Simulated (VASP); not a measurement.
Runs of VASP 6.6.1 on C. The structure is that of space group Fd-3m (No. 227), or close to it. The cells are those of the table. 

```csv
task,level,cell,k mesh,cutoff (eV),smearing,grid for exact exchange (PRECFOCK),share of exact exchange,screening parameter,gap on the mesh (eV),pressure (GPa)
relaxation of cell and atoms,r2SCAN,"relaxed from a = 2.525 Å, angles 60.0°, 2 atoms",12 × 12 × 12,600,fermi-dirac 0.02 eV,-,-,-,4.35,-0.1
single point,PBE,"a = 2.517 Å, angles 60.0°, 2 atoms",12 × 12 × 12,520,fermi-dirac 0.02 eV,-,-,-,4.17,(a)
single point,HSE06,"a = 2.517 Å, angles 60.0°, 2 atoms",8 × 8 × 8,520,gaussian 0.01 eV,Normal,0.25,0.2079 1/Å,(b),-4.9
single point,r2SCAN,"a = 2.517 Å, angles 60.0°, 2 atoms",12 × 12 × 12,520,gaussian 0.01 eV,-,-,-,4.36,1.1
single point,PBE0,"a = 2.517 Å, angles 60.0°, 2 atoms",8 × 8 × 8,520,gaussian 0.01 eV,Normal,0.25,-,6.06,-5.0
single point,r2SCAN,"a = 2.517 Å, angles 60.0°, 2 atoms",12 × 12 × 12,520,fermi-dirac 0.02 eV,-,-,-,4.36,1.1
```

Alike in all rows: potentials or basis VASP PAW PBE potentials, release 64 (C); no spin polarisation.

Question: Estimate the missing entries.

Answer: (a) 4.9; (b) 5.29.

Caveats: the PAW data sets were made with another functional, which shifts forces and pressure a little (at least some runs); the cell stands under tension (at least some runs); the cell stands under pressure (at least some runs).

A k mesh can miss the band edges.
